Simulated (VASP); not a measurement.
Here is a VASP 6.6.1 calculation.

INCAR

```
SYSTEM = Pt
ALGO = Normal
EDIFF = 1E-6
ENCUT = 520
GGA = PS
ISIF = 2
ISMEAR = 1
LASPH = .TRUE.
LCHARG = .TRUE.
LELF = .TRUE.
LREAL = .FALSE.
LVHAR = .TRUE.
LWAVE = .FALSE.
NBANDS = 11
NELM = 80
PREC = Accurate
SIGMA = 0.1
```

The input KPOINTS:

```
k-points
0
G
  13 13 13
  0 0 0
```

Contents of POSCAR:

```
Pt
1.0
    0.0000000000      2.0056264069      2.0056264069
    2.0056264069      0.0000000000      2.0056264069
    2.0056264069      2.0056264069      0.0000000000
Pt
1
Direct
    0.0000000000      0.0000000000      0.0000000000
```

Potentials or basis: VASP PAW PBE potentials, release 64 (Pt).

The run is started by

```bash
$ cat potpaw_PBE.64/Pt/POTCAR > POTCAR
$ mpirun -np 1 vasp_std > vasp.out
```

Task: What does it give for the band gap on the k mesh?

Result: Zero (band 5 reaches 10.19 eV, above the bottom of band 6 at 8.28 eV).

Task: Estimate the pressure.

Result: -17.3 GPa.

Caveat: the PAW data sets were made with another functional, which shifts forces and pressure a little; spin-orbit coupling is left out, which moves the levels of the heavy elements.
